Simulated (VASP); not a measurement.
# Cu3O2 (I4/mmm) in VASP: a series of runs, part 2 of 2

VASP 6.6.1.

**3. Single point, LDA**

This run uses another cell than the first one, of 11.79 Å³/atom.

Contents of INCAR:

```
ALGO = Normal
EDIFF = 1E-7
ENCUT = 520
GGA = CA
ISIF = 2
ISMEAR = 0
LASPH = T
LCHARG = F
LREAL = F
LWAVE = F
NBANDS = 30
NELM = 100
PREC = Accurate
SIGMA = 0.15
```

Contents of KPOINTS:

```
k-points
0
Gamma
  14 14 14
```

Contents of POSCAR:

```
Cu3O2
1.0
   -1.9745500000      1.9745500000      3.7799000000
    1.9745500000     -1.9745500000      3.7799000000
    1.9745500000      1.9745500000     -3.7799000000
Cu O
3 2
Direct
    0.2500000000      0.7500000000      0.5000000000
    0.7500000000      0.2500000000      0.5000000000
    0.0000000000      0.0000000000      0.0000000000
    0.0000000000      0.5000000000      0.5000000000
    0.5000000000      0.0000000000      0.5000000000
```

Potentials or basis: VASP PAW LDA potentials, release 64 (Cu, O).

Launch:

```sh
cat potpaw_LDA.64/Cu/POTCAR potpaw_LDA.64/O/POTCAR > POTCAR
mpirun -np 1 vasp_std > vasp.out
```

OUTCAR:

```text
EDIFF = 1E-7
   ENCUT = 520
   GGA = CA
   ISIF = 2
   ISMEAR = 0
   LASPH = T
   LREAL = F
   NELM = 100
   PREC = Accurate

 ion  position               nearest neighbor table
   1  0.250  0.750  0.500-   4 1.89   5 1.89   3 2.73   3 2.73   3 2.73   3 2.73   2 2.79   2 2.79
                             2 2.79   2 2.79
   2  0.750  0.250  0.500-   4 1.89   5 1.89   3 2.73   3 2.73   3 2.73   3 2.73   1 2.79   1 2.79
                             1 2.79   1 2.79
   3  0.000  0.000  0.000-   4 1.97   5 1.97   4 1.97   5 1.97   1 2.73   2 2.73   1 2.73   2 2.73
                             2 2.73   2 2.73   1 2.73   1 2.73
   4  0.000  0.500  0.500-   1 1.89   2 1.89   3 1.97   3 1.97
   5  0.500  0.000  0.500-   1 1.89   2 1.89   3 1.97   3 1.97

  LATTYP: Found a body centered tetragonal cell.
 ALAT       =     3.9491000000
 C/A-ratio  =     1.9143095895

  Lattice vectors:

 A1 = (  -1.9745500000,   1.9745500000,   3.7799000000)
 A2 = (   1.9745500000,  -1.9745500000,   3.7799000000)
 A3 = (   1.9745500000,   1.9745500000,  -3.7799000000)

Analysis of symmetry for initial positions (statically):
=====================================================================
 Subroutine PRICEL returns:
 Original cell was already a primitive cell.

 Routine SETGRP: Setting up the symmetry group for a
 body centered tetragonal supercell.

 Subroutine GETGRP returns: Found 16 space group operations
 (whereof 16 operations were pure point group operations)
 out of a pool of 16 trial point group operations.

The static configuration has the point symmetry D_4h.

Analysis of symmetry for dynamics (positions and initial velocities):
=====================================================================
 Subroutine PRICEL returns:
 Original cell was already a primitive cell.

 Routine SETGRP: Setting up the symmetry group for a
 body centered tetragonal supercell.

 Subroutine GETGRP returns: Found 16 space group operations
 (whereof 16 operations were pure point group operations)
 out of a pool of 16 trial point group operations.

The dynamic configuration has the point symmetry D_4h.

 Subroutine INISYM returns: Found 16 space group operations
 (whereof 16 operations are pure point group operations),
 and found     1 'primitive' translations

----------------------------------------------------------------------------------------

                                     Primitive cell

  volume of cell :      58.9490

  direct lattice vectors                    reciprocal lattice vectors
    -1.974550000  1.974550000  3.779900000     0.000000000  0.253222253  0.132278632
     1.974550000 -1.974550000  3.779900000     0.253222253  0.000000000  0.132278632
     1.974550000  1.974550000 -3.779900000     0.253222253  0.253222253  0.000000000

  length of vectors
     4.699504167  4.699504167  4.699504167     0.285690647  0.285690647  0.358110345

  position of ions in fractional coordinates (direct lattice)
     0.250000000  0.750000000  0.500000000
     0.750000000  0.250000000  0.500000000
     0.000000000  0.000000000  0.000000000
     0.000000000  0.500000000  0.500000000
     0.500000000  0.000000000  0.500000000

  ion indices of the primitive-cell ions
   primitive index   ion index
                 1           1
                 2           2
[... 31 lines left out ...]
            Coordinates               Weight
  0.000000  0.000000  0.000000      1.000000
  0.071429  0.000000  0.000000      8.000000
  0.142857  0.000000  0.000000      8.000000
  0.214286  0.000000 -0.000000      8.000000
  0.285714  0.000000 -0.000000      8.000000
  0.357143 -0.000000  0.000000      8.000000
[... 16 lines left out ...]
  0.214286  0.142857 -0.000000     16.000000
  0.285714  0.142857 -0.000000     16.000000
 [... further k-points ...]
   k-points           NKPTS =    244   k-points in BZ     NKDIM =    244   number of bands    NBANDS=     30
   number of dos      NEDOS =    301   number of ions     NIONS =      5
   total plane-waves  NPLWV =  46656
   dimension x,y,z NGX =    36 NGY =   36 NGZ =   36
   dimension x,y,z NGXF=    72 NGYF=   72 NGZF=   72
   ions per type =               3   2
   NGX,Y,Z   is equivalent  to a cutoff of  12.74, 12.74, 12.74 a.u.
   NGXF,Y,Z  is equivalent  to a cutoff of  25.47, 25.47, 25.47 a.u.
 SYSTEM =  unknown system
   PREC   = accura    normal or accurate (medium, high low for compatibility)
   ISTART =      0    job   : 0-new  1-cont  2-samecut
   ICHARG =      2    charge: 1-file 2-atom 10-const
   ISPIN  =      1    spin polarized calculation?
   LNONCOLLINEAR =      F non collinear calculations
   LSORBIT =      F    spin-orbit coupling
   LASPH  =      T    aspherical Exc in radial PAW
   ENCUT  =  520.0 eV  38.22 Ry    6.18 a.u.   8.74  8.74  8.74*2*pi/ulx,y,z
   NELM   =    100;   NELMIN=  2; NELMDL= -5     # of ELM steps
   EDIFF  = 0.1E-06   stopping-criterion for ELM
   LREAL  =      F    real-space projection
   EDIFFG = 0.1E-05   stopping-criterion for IOM
   NSW    =      0    number of steps for IOM
   IBRION =     -1    ionic relax: 0-MD 1-quasi-New 2-CG
   NFREE  =      0    steps in history (QN), initial steepest desc. (CG)
   ISIF   =      2    stress and relaxation
   ISYM   =      2    0-nonsym 1-usesym 2-fastsym
   POTIM  = 0.5000    time-step for ionic-motion
   TEBEG  =    0.0;   TEEND  =   0.0 temperature during run
   PSTRESS=    0.0 pullay stress
   NELECT =      45.0000    total number of electrons
   NUPDOWN=      -1.0000    fix difference up-down
   EMIN   =  10.00;   EMAX   =-10.00  energy-range for DOS
   EFERMI =   0.00;   METHOD = LEGACY
   ISMEAR =     0;   SIGMA  =   0.15  broadening in eV -4-tet -1-fermi 0-gaus
   EFERMI_NEDOS =   21; number of points for ismear=-14 and -15
   IALGO  =     38    algorithm
   IMIX   =      4    mixing-type and parameters
     AMIX     =   0.40;   BMIX     =  1.00
     AMIX_MAG =   1.60;   BMIX_MAG =  1.00
  volume/ion in A,a.u.               =      11.79        79.56
  Fermi-wavevector in a.u.,A,eV,Ry     =   1.496190  2.827390 30.457800  2.238585
  Thomas-Fermi vector in A             =   2.608238
   LORBIT       =      0    0 simple, 1 ext, 2 COOP (PROOUT), +10 PAW based schemes
   GGA     = CA    functional components
   LHFCALC =     F    Hartree Fock is set to
   AEXX    =    0.0000 exact exchange contribution
   IVDW    =     0    specifies the selected vdW correction
   LEPSILON=     F    determine dielectric tensor
   LRPA    =     F    only Hartree local field effects (RPA)
 non-spin polarized calculation
 Gauss-broadening in eV      SIGMA  =   0.15
  energy-cutoff  :      520.00
  volume of cell :       58.95
 maximum number of plane-waves:      1618
   NGX = 17   NGY = 17   NGZ = 17

 number of electron      45.0000014 magnetization

 Free energy of the ion-electron system (eV)
  ---------------------------------------------------
  ext. energy  EPLUGINS =         0.00000000
  ---------------------------------------------------
  free energy    TOTEN  =       -27.00111597 eV

  energy without entropy =      -26.98147265  energy(sigma->0) =      -26.99129431

 E-fermi :   4.2559     XC(G=0): -11.7965

 val. band max:        4.2532331567   @ k =   0.3571   0.0714   0.0714
 cond. band min:       4.2572646073   @ k =  -0.1429  -0.2143   0.1429
 fundamental gap:      0.0040314505
 Fermi energy:         4.2559153821

 k-point     1 :       0.0000    0.0000    0.0000
  band No.  band energies     occupation
      1     -14.5389      2.00000
      2     -13.1826      2.00000
      3      -1.9414      2.00000
      4      -1.2352      2.00000
      5      -1.2352      2.00000
      6      -0.8162      2.00000
[... 781 lines left out ...]
     29      14.3856      0.00000
     30      15.6241      0.00000

 [... further k-points ...]

------------------------ aborting loop because EDIFF is reached ----------------------------------------

  FORCE on cell =-STRESS in cart. coord.  units (eV):
  Direction    XX          YY          ZZ          XY          YZ          ZX
  --------------------------------------------------------------------------------------
  -------------------------------------------------------------------------------------
  Total       -2.2746994     -2.2746994     -8.9514886      0.0000000      0.0000000      0.0000000
  in kB      -61.8241303    -61.8241303   -243.2928092      0.0000000      0.0000000      0.0000000
  external PRESSURE =    -122.3136899 kB  Pullay stress =       0.0000000 kB

 VOLUME and BASIS-vectors are now :
 -----------------------------------------------------------------------------
  energy-cutoff  :      520.00
  volume of cell :       58.95
      direct lattice vectors                 reciprocal lattice vectors
    -1.974550000  1.974550000  3.779900000     0.000000000  0.253222253  0.132278632
     1.974550000 -1.974550000  3.779900000     0.253222253  0.000000000  0.132278632
     1.974550000  1.974550000 -3.779900000     0.253222253  0.253222253  0.000000000

 POSITION                                       TOTAL-FORCE (eV/Angst)
 -----------------------------------------------------------------------------------
      1.97455     -0.00000      1.88995        -0.000000      0.000000     -0.000000
     -0.00000      1.97455      1.88995        -0.000000     -0.000000      0.000000
      0.00000      0.00000      0.00000         0.000000     -0.000000      0.000000
      1.97455      0.00000      0.00000         0.000000     -0.000000      0.000000
      0.00000      1.97455      0.00000         0.000000     -0.000000      0.000000
 -----------------------------------------------------------------------------------
    total drift:                                0.000000      0.000000      0.000000

  FREE ENERGIE OF THE ION-ELECTRON SYSTEM (eV)
  ---------------------------------------------------
  free  energy   TOTEN  =       -27.0011159663 eV

  energy  without entropy=      -26.9814726540  energy(sigma->0) =      -26.99129431
```

OSZICAR:

```text
N       E                     dE             d eps       ncg     rms          rms(c)
DAV:   1     0.432808012542E+03    0.43281E+03   -0.20750E+04 15128   0.238E+03
DAV:   2     0.354485428583E+02   -0.39736E+03   -0.37332E+03 14856   0.445E+02
DAV:   3    -0.308478512290E+02   -0.66296E+02   -0.62490E+02 19770   0.206E+02
DAV:   4    -0.342539991701E+02   -0.34061E+01   -0.33776E+01 21014   0.519E+01
DAV:   5    -0.342878944256E+02   -0.33895E-01   -0.33882E-01 20136   0.570E+00    0.193E+01
DAV:   6    -0.315476083673E+02    0.27403E+01   -0.58816E+01 20822   0.172E+02    0.152E+01
DAV:   7    -0.269737233597E+02    0.45739E+01   -0.17838E+01 18790   0.125E+02    0.358E+00
DAV:   8    -0.271351808230E+02   -0.16146E+00   -0.28392E+00 22142   0.213E+01    0.221E+00
DAV:   9    -0.270355449625E+02    0.99636E-01   -0.14196E-01 24396   0.110E+01    0.149E+00
DAV:  10    -0.270102950291E+02    0.25250E-01   -0.64265E-02 24550   0.738E+00    0.771E-01
DAV:  11    -0.270030677866E+02    0.72272E-02   -0.21760E-02 24464   0.237E+00    0.280E-01
DAV:  12    -0.270014968650E+02    0.15709E-02   -0.60735E-03 23548   0.163E+00    0.166E-01
DAV:  13    -0.270012191655E+02    0.27770E-03   -0.13059E-03 21154   0.599E-01    0.879E-02
DAV:  14    -0.270011375963E+02    0.81569E-04   -0.11516E-03 20334   0.326E-01    0.372E-02
DAV:  15    -0.270011252924E+02    0.12304E-04   -0.81083E-05 20746   0.162E-01    0.240E-02
DAV:  16    -0.270011189340E+02    0.63584E-05   -0.11420E-05 22312   0.483E-02    0.142E-02
DAV:  17    -0.270011159205E+02    0.30135E-05   -0.14055E-05 22640   0.406E-02    0.139E-03
DAV:  18    -0.270011159663E+02   -0.45806E-07   -0.67073E-07 16294   0.986E-03
   1 F= -.27001116E+02 E0= -.26991294E+02  d E =-.196433E-01
```

Run time: 3.9 min. Hardware: 1 thread of Intel Xeon 6975P-C (Granite Rapids), shared host; peak memory 0.43 GiB.

What came out:

```yaml
Free_energy: -27.0011 eV
Pressure: -12.2 GPa
Band_gap_on_the_k_mesh: zero (an odd number of electrons rules out a gap without spin polarisation)
```

Stress tensor (GPa, compression positive):
```
 -6.18   0.00   0.00
  0.00  -6.18   0.00
  0.00   0.00 -24.33
```

Levels at points of the mesh, in eV from the Fermi level:
```tsv
k point	band 20	band 21	band 22	band 23	band 24	band 25	band 26	band 27
(0.00, 0.00, 0.00)	-1.41	-0.92	-0.92	0.22	0.35	5.17	5.17	6.95
(0.50, 0.00, 0.00)	-1.35	-0.97	-0.52	-0.25	2.54	2.99	8.16	8.31
(0.50, 0.50, 0.00)	-0.55	-0.33	-0.23	0.39	1.50	3.47	3.51	7.16
(0.50, 0.50, 0.50)	-1.41	-1.35	-0.40	-0.40	3.53	4.22	6.25	6.25
```

Caveat: the stress differs along the axes, from -24 to -6 GPa.

**4. Single point, LDA**

This run uses another cell than the first one, of 11.85 Å³/atom.

Contents of INCAR:

```
  ALGO = Normal
  EDIFF = 1E-6
  ENCUT = 520
  GGA = CA
  ISIF = 2
  ISMEAR = 0
  LASPH = T
  LCHARG = F
  LREAL = F
  LWAVE = F
  NBANDS = 30
  NELM = 60
  PREC = Accurate
  SIGMA = 0.15
```

KPOINTS is that of step 3.

POSCAR: that of step 3 with these lines changed.

```diff
@@ -2,5 +2,5 @@
 1.0
-   -1.9745500000      1.9745500000      3.7799000000
-    1.9745500000     -1.9745500000      3.7799000000
-    1.9745500000      1.9745500000     -3.7799000000
+   -1.9550019901      1.9550019901      3.8755500000
+    1.9550019901     -1.9550019901      3.8755500000
+    1.9550019901      1.9550019901     -3.8755500000
 Cu O
```

Launch:

```sh
cat potpaw_LDA.64/Cu/POTCAR potpaw_LDA.64/O/POTCAR > POTCAR
mpirun -np 1 vasp_std > vasp.out
```

It took 4.6 min on 1 thread of Intel Xeon 6975P-C (Granite Rapids), shared host; peak memory 0.43 GiB.

The run converged. Its results:

```yaml
Free_energy: -26.7894 eV
Pressure: -14.2 GPa
Band_gap_on_the_k_mesh: zero (an odd number of electrons rules out a gap without spin polarisation)
```

Stress tensor (GPa, compression positive):
```
 -5.84   0.00   0.00
  0.00  -5.84   0.00
  0.00   0.00 -30.92
```

Levels at points of the mesh, in eV from the Fermi level:
| k point | band 21 | band 22 | band 23 | band 24 | band 25 | band 26 |
| --- | --- | --- | --- | --- | --- | --- |
| (0.00, 0.00, 0.00) | -0.97 | -0.97 | 0.00 | 0.31 | 5.18 | 5.18 |
| (0.50, 0.00, 0.00) | -1.01 | -0.50 | -0.28 | 2.30 | 2.77 | 8.02 |
| (0.50, 0.50, 0.00) | -0.27 | -0.23 | 0.35 | 1.64 | 3.31 | 3.37 |
| (0.50, 0.50, 0.50) | -1.34 | -0.46 | -0.46 | 3.61 | 3.86 | 6.18 |

Caveat: the stress differs along the axes, from -31 to -6 GPa. With open d or f shells a metallic result of LDA can be an artefact of self-interaction; +U or a hybrid may open a gap.

**5. The runs side by side**

```csv
cell,gap on the mesh (eV),pressure (GPa)
"a = 4.640 Å, angles 129.1, 129.1, 74.9°, 5 atoms",none,-9.2
"a = 4.700 Å, angles 130.3, 130.3, 72.9°, 5 atoms",none,-12.2
"a = 4.761 Å, angles 131.5, 131.5, 71.0°, 5 atoms",none,-14.2
```

Alike in all rows: task single point; level LDA; potentials or basis VASP PAW LDA potentials, release 64 (Cu, O); no spin polarisation; k mesh 14 × 14 × 14; cutoff (eV) 520; smearing gaussian 0.15 eV.

Caveats: the stress differs along the axes, from -15 to -6 GPa (at least some runs); the stress differs along the axes, from -24 to -6 GPa (at least some runs); the stress differs along the axes, from -31 to -6 GPa (at least some runs).

Total energies depend on the potentials used, so only differences within one code and one set of settings carry meaning.
